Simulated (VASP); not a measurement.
# HfO2 (Fm-3m) in VASP: a series of runs, part 2 of 2

VASP 6.6.1. The steps go on from the part before.

## (3) Single point, PBEsol

This run uses another cell than the first one, of 10.41 Å³/atom, 1.058 times its volume.

INCAR reads:

```
SYSTEM = HfO2
PREC = Accurate
ENCUT = 520
EDIFF = 1E-6
ISMEAR = 0
SIGMA = 0.05
LREAL = .FALSE.
LASPH = .TRUE.
NELM = 60
ALGO = Normal
ISIF = 2
LWAVE = .FALSE.
LCHARG = .FALSE.
GGA = PS
NBANDS = 18
```

KPOINTS reads:

```
regular mesh
0
G
  8 8 8
  0 0 0
```

POSCAR reads:

```
HfO2
1.0
    0.0000000000      2.4994665528      2.4994665528
    2.4994665528      0.0000000000      2.4994665528
    2.4994665528      2.4994665528      0.0000000000
Hf O
1 2
Direct
    0.0000000000      0.0000000000      0.0000000000
    0.2500000000      0.2500000000      0.2500000000
    0.7500000000      0.7500000000      0.7500000000
```

Potentials or basis: VASP PAW PBE potentials, release 64 (Hf_pv, O).

Launch:

```
> cat potpaw_PBE.64/Hf_pv/POTCAR potpaw_PBE.64/O/POTCAR > POTCAR
> mpirun -np 1 vasp_std > vasp.out
```

OUTCAR:

```text
SYSTEM = HfO2
   PREC = Accurate
   ENCUT = 520
   EDIFF = 1E-6
   ISMEAR = 0
   LREAL = .FALSE.
   LASPH = .TRUE.
   NELM = 60
   ISIF = 2
   GGA = PS

 ion  position               nearest neighbor table
   1  0.000  0.000  0.000-   3 2.16   3 2.16   3 2.16   2 2.16   3 2.16   2 2.16   2 2.16   2 2.16

   2  0.250  0.250  0.250-   1 2.16   1 2.16   1 2.16   1 2.16
   3  0.750  0.750  0.750-   1 2.16   1 2.16   1 2.16   1 2.16

  LATTYP: Found a face centered cubic cell.
 ALAT       =     4.9989331056

  Lattice vectors:

 A1 = (   0.0000000000,   2.4994665528,   2.4994665528)
 A2 = (   2.4994665528,   0.0000000000,   2.4994665528)
 A3 = (   2.4994665528,   2.4994665528,   0.0000000000)

Analysis of symmetry for initial positions (statically):
=====================================================================
 Subroutine PRICEL returns:
 Original cell was already a primitive cell.

 Routine SETGRP: Setting up the symmetry group for a
 face centered cubic supercell.

 Subroutine GETGRP returns: Found 48 space group operations
[... 162 lines left out ...]
  ext. energy  EPLUGINS =         0.00000000
  ---------------------------------------------------
  free energy    TOTEN  =       -31.63194249 eV

  energy without entropy =      -31.63194249  energy(sigma->0) =      -31.63194249

 E-fermi :   4.7847     XC(G=0): -12.3326

 val. band max:        4.5007175215   @ k =   0.5000   0.5000   0.0000
 cond. band min:       8.2803699936   @ k =   0.5000   0.5000   0.0000
 fundamental gap:      3.7796524721
 Fermi energy:         4.7847396852

 k-point     1 :       0.0000    0.0000    0.0000
  band No.  band energies     occupation
      1     -24.9353      2.00000
      2     -24.9353      2.00000
      3     -24.9353      2.00000
      4     -14.4588      2.00000
      5     -11.1399      2.00000
      6      -1.1686      2.00000
[... 481 lines left out ...]
      5     -12.0611      2.00000
      6      -0.6131      2.00000
[... 10 lines left out ...]
     17      15.5852      0.00000
     18      17.9740      0.00000

 [... further k-points ...]
[... 5 lines left out ...]
  --------------------------------------------------------------------------------------
  -------------------------------------------------------------------------------------
  Total        0.6942158      0.6942158      0.6942158      0.0000000      0.0000000     -0.0000000
  in kB       35.6150094     35.6150094     35.6150094      0.0000000      0.0000000     -0.0000000
  external PRESSURE =      35.6150094 kB  Pullay stress =       0.0000000 kB

 VOLUME and BASIS-vectors are now :
 -----------------------------------------------------------------------------
  energy-cutoff  :      520.00
  volume of cell :       31.23
      direct lattice vectors                 reciprocal lattice vectors
     0.000000000  2.499466553  2.499466553    -0.200042685  0.200042685  0.200042685
     2.499466553  0.000000000  2.499466553     0.200042685 -0.200042685  0.200042685
     2.499466553  2.499466553  0.000000000     0.200042685  0.200042685 -0.200042685

 POSITION                                       TOTAL-FORCE (eV/Angst)
 -----------------------------------------------------------------------------------
      0.00000      0.00000      0.00000         0.000000     -0.000000      0.000000
      1.24973      1.24973      1.24973        -0.000000     -0.000000     -0.000000
      3.74920      3.74920      3.74920         0.000000      0.000000      0.000000
 -----------------------------------------------------------------------------------
    total drift:                                0.000000      0.000000      0.000000

  FREE ENERGIE OF THE ION-ELECTRON SYSTEM (eV)
  ---------------------------------------------------
  free  energy   TOTEN  =       -31.6319424903 eV

  energy  without entropy=      -31.6319424903  energy(sigma->0) =      -31.63194249
```

OSZICAR:

```text
N       E                     dE             d eps       ncg     rms          rms(c)
DAV:   1     0.869648566911E+02    0.86965E+02   -0.12621E+04  1044   0.121E+03
DAV:   2    -0.331227897127E+02   -0.12009E+03   -0.11667E+03  1402   0.288E+02
DAV:   3    -0.368062837736E+02   -0.36835E+01   -0.36702E+01  1222   0.439E+01
DAV:   4    -0.368261924959E+02   -0.19909E-01   -0.19904E-01  1282   0.364E+00
DAV:   5    -0.368263154800E+02   -0.12298E-03   -0.12298E-03  1174   0.263E-01    0.538E+01
DAV:   6    -0.317857929341E+02    0.50405E+01   -0.17526E+01  1076   0.307E+01    0.448E+01
DAV:   7    -0.316746154868E+02    0.11118E+00   -0.61993E-01  1204   0.656E+00    0.294E+01
DAV:   8    -0.316472383268E+02    0.27377E-01   -0.20282E-01  1148   0.413E+00    0.790E+00
DAV:   9    -0.316321677542E+02    0.15071E-01   -0.49915E-02  1120   0.183E+00    0.271E+00
DAV:  10    -0.316319208323E+02    0.24692E-03   -0.27461E-03  1174   0.401E-01    0.212E-01
DAV:  11    -0.316319407168E+02   -0.19884E-04   -0.12500E-04  1178   0.995E-02    0.156E-01
DAV:  12    -0.316319421137E+02   -0.13969E-05   -0.13491E-05  1172   0.265E-02    0.339E-03
DAV:  13    -0.316319424903E+02   -0.37661E-06   -0.61111E-07   922   0.636E-03
   1 F= -.31631942E+02 E0= -.31631942E+02  d E =-.160205E-17
```

It took 8 s on 1 thread of Intel Xeon 6975P-C (Granite Rapids), shared host; peak memory 0.16 GiB.

Results:

- Free energy: -31.6319 eV
- Pressure: 3.6 GPa
- Band gap on the k mesh: 3.78 eV, direct

Levels at points of the mesh, in eV from the valence-band top:
```csv
k point,band 8,band 9,band 10,band 11,band 12,band 13,band 14,band 15
"(0.00, 0.00, 0.00)",-5.67,-0.64,-0.64,-0.64,3.87,3.87,5.98,10.96
"(0.50, 0.00, 0.00)",-3.15,-2.87,-1.90,-1.90,4.67,4.67,7.36,8.98
"(0.50, 0.50, 0.00)",-3.60,-1.62,-1.62,0.00,3.78,5.65,6.99,8.51
```

Caveat: the PAW data sets were made with another functional, which shifts forces and pressure a little; spin-orbit coupling is left out, which moves the levels of the heavy elements. A k mesh can miss the band edges.

## (4) Single point, PBEsol

This run uses another cell than the first one, of 10.13 Å³/atom, 1.029 times its volume.

INCAR reads:

```
  ALGO = Normal
  EDIFF = 1E-6
  ENCUT = 520
  GGA = PS
  ISIF = 2
  ISMEAR = 0
  LASPH = True
  LCHARG = False
  LREAL = False
  LWAVE = False
  NBANDS = 18
  NELM = 100
  PREC = Accurate
  SIGMA = 0.05
```

KPOINTS reads:

```
k-points
0
Gamma
  8 8 8
```

POSCAR reads:

```
HfO2
1.0
    0.0000000000      2.4764454367      2.4764454367
    2.4764454367      0.0000000000      2.4764454367
    2.4764454367      2.4764454367      0.0000000000
Hf O
1 2
Direct
    0.0000000000      0.0000000000      0.0000000000
    0.2500000000      0.2500000000      0.2500000000
    0.7500000000      0.7500000000      0.7500000000
```

Potentials or basis: VASP PAW PBE potentials, release 64 (Hf_pv, O).

Launch:

```
> cat potpaw_PBE.64/Hf_pv/POTCAR potpaw_PBE.64/O/POTCAR > POTCAR
> mpirun -np 1 vasp_std > vasp.out
```

OUTCAR:

```text
EDIFF = 1E-6
   ENCUT = 520
   GGA = PS
   ISIF = 2
   ISMEAR = 0
   LASPH = True
   LREAL = False
   NELM = 100
   PREC = Accurate

 ion  position               nearest neighbor table
   1  0.000  0.000  0.000-   3 2.14   2 2.14   3 2.14   2 2.14   3 2.14   3 2.14   2 2.14   2 2.14

   2  0.250  0.250  0.250-   1 2.14   1 2.14   1 2.14   1 2.14
   3  0.750  0.750  0.750-   1 2.14   1 2.14   1 2.14   1 2.14

  LATTYP: Found a face centered cubic cell.
 ALAT       =     4.9528908734

[... 197 lines left out ...]
      6      -1.1021      2.00000
[... 481 lines left out ...]
      5     -11.8485      2.00000
      6      -0.5066      2.00000
[... 10 lines left out ...]
     17      16.0236      0.00000
     18      18.5170      0.00000

 [... further k-points ...]
[... 5 lines left out ...]
  --------------------------------------------------------------------------------------
  -------------------------------------------------------------------------------------
  Total        2.2790845      2.2790845      2.2790845      0.0000000      0.0000000     -0.0000000
  in kB      120.2139112    120.2139112    120.2139112      0.0000000      0.0000000     -0.0000000
  external PRESSURE =     120.2139112 kB  Pullay stress =       0.0000000 kB

 VOLUME and BASIS-vectors are now :
 -----------------------------------------------------------------------------
  energy-cutoff  :      520.00
  volume of cell :       30.38
      direct lattice vectors                 reciprocal lattice vectors
     0.000000000  2.476445437  2.476445437    -0.201902288  0.201902288  0.201902288
     2.476445437  0.000000000  2.476445437     0.201902288 -0.201902288  0.201902288
     2.476445437  2.476445437  0.000000000     0.201902288  0.201902288 -0.201902288

 POSITION                                       TOTAL-FORCE (eV/Angst)
 -----------------------------------------------------------------------------------
      0.00000      0.00000      0.00000         0.000000     -0.000000      0.000000
      1.23822      1.23822      1.23822         0.000000      0.000000     -0.000000
      3.71467      3.71467      3.71467        -0.000000     -0.000000      0.000000
 -----------------------------------------------------------------------------------
    total drift:                                0.000000      0.000000      0.000000

  FREE ENERGIE OF THE ION-ELECTRON SYSTEM (eV)
  ---------------------------------------------------
  free  energy   TOTEN  =       -31.5895150316 eV

  energy  without entropy=      -31.5895150316  energy(sigma->0) =      -31.58951503
```

Wall time 8.1 s (1 thread of Intel Xeon 6975P-C (Granite Rapids), shared host); peak memory 0.16 GiB.

What came out:

| Property | Result |
| --- | --- |
| Free energy | -31.5895 eV |
| Pressure | 12.0 GPa |
| Band gap on the k mesh | 3.85 eV, direct |

Levels at points of the mesh, in eV from the valence-band top:
```tsv
k point	band 7	band 8	band 9	band 10	band 11	band 12	band 13	band 14	band 15	band 16
(0.00, 0.00, 0.00)	-5.85	-5.85	-0.65	-0.65	-0.65	3.93	3.93	6.20	11.33	11.33
(0.50, 0.00, 0.00)	-4.75	-3.19	-2.93	-1.93	-1.93	4.77	4.77	7.63	9.06	10.14
(0.50, 0.50, 0.00)	-3.66	-3.66	-1.67	-1.67	0.00	3.85	5.80	7.26	8.76	8.76
```

Caveat: the PAW data sets were made with another functional, which shifts forces and pressure a little; spin-orbit coupling is left out, which moves the levels of the heavy elements.

## (5) Overview

```tsv
cell	gap on the mesh (eV)	pressure (GPa)
a = 3.469 Å, angles 60.0°, 3 atoms	3.92	21.8
a = 3.535 Å, angles 60.0°, 3 atoms	3.78	3.6
a = 3.502 Å, angles 60.0°, 3 atoms	3.85	12.0
```

Alike in all rows: task single point; level PBEsol; potentials or basis VASP PAW PBE potentials, release 64 (Hf_pv, O); no spin polarisation; k mesh 8 × 8 × 8; cutoff (eV) 520; smearing gaussian 0.05 eV.

Caveats: the PAW data sets were made with another functional, which shifts forces and pressure a little; spin-orbit coupling is left out, which moves the levels of the heavy elements.

Total energies depend on the potentials used, so only differences within one code and one set of settings carry meaning.
